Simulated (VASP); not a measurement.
Input of a VASP 6.6.1 run:

Contents of POSCAR:

```
SnO
1.0
    3.8365550881      0.0000000000      0.0000000000
    0.0000000000      3.8365550881      0.0000000000
    0.0000000000      0.0000000000      4.7594503779
Sn O
2 2
Direct
    0.5000000000      0.0000000000      0.2434679922
    0.0000000000      0.5000000000      0.7565320078
    0.0000000000      0.0000000000      0.0000000000
    0.5000000000      0.5000000000      0.0000000000
```

File INCAR.step1:

```
SYSTEM = SnO
ALGO = Normal
EDIFF = 1E-4
ENCUT = 520
GGA = PE
ISMEAR = 0
LASPH = .TRUE.
LCHARG = .FALSE.
LREAL = .FALSE.
LWAVE = .TRUE.
NBANDS = 28
NELM = 60
PREC = Accurate
SIGMA = 0.1
```

Contents of INCAR.step2:

```
SYSTEM = SnO
ALGO = Normal
EDIFF = 1E-6
ENCUT = 520
ISIF = 2
ISMEAR = 0
ISTART = 1
LASPH = .TRUE.
LCHARG = .FALSE.
LMIXTAU = .TRUE.
LREAL = .FALSE.
LWAVE = .FALSE.
METAGGA = R2SCAN
NBANDS = 28
NELM = 60
PREC = Accurate
SIGMA = 0.1
```

Contents of KPOINTS:

```
k-points
0
G
  12 12 10
  0 0 0
```

Potentials or basis: VASP PAW PBE potentials, release 64 (Sn_d, O).

The run is started by

```sh
$ cat potpaw_PBE.64/Sn_d/POTCAR potpaw_PBE.64/O/POTCAR > POTCAR
$ cp INCAR.step1 INCAR
$ mpirun -np 1 vasp_std > vasp.out
$ cp INCAR.step2 INCAR
$ mpirun -np 1 vasp_std > vasp.out
```

Problem. What does it give for the band gap on the k mesh?

Solution. 0.11 eV (least direct gap 2.19 eV).

Problem. Predict the largest force.

Solution. 0.386 eV/Å.

Problem. Estimate the pressure.

Solution. -1.5 GPa.

Stress tensor (GPa, compression positive):
```
-1.79  0.00  0.00
 0.00 -1.79  0.00
 0.00  0.00 -0.82
```

Caveat: semilocal functionals underestimate gaps, and a narrow one can read as zero; the PAW data sets were made with another functional, which shifts forces and pressure a little; spin-orbit coupling is left out, which moves the levels of the heavy elements. A k mesh can miss the band edges.
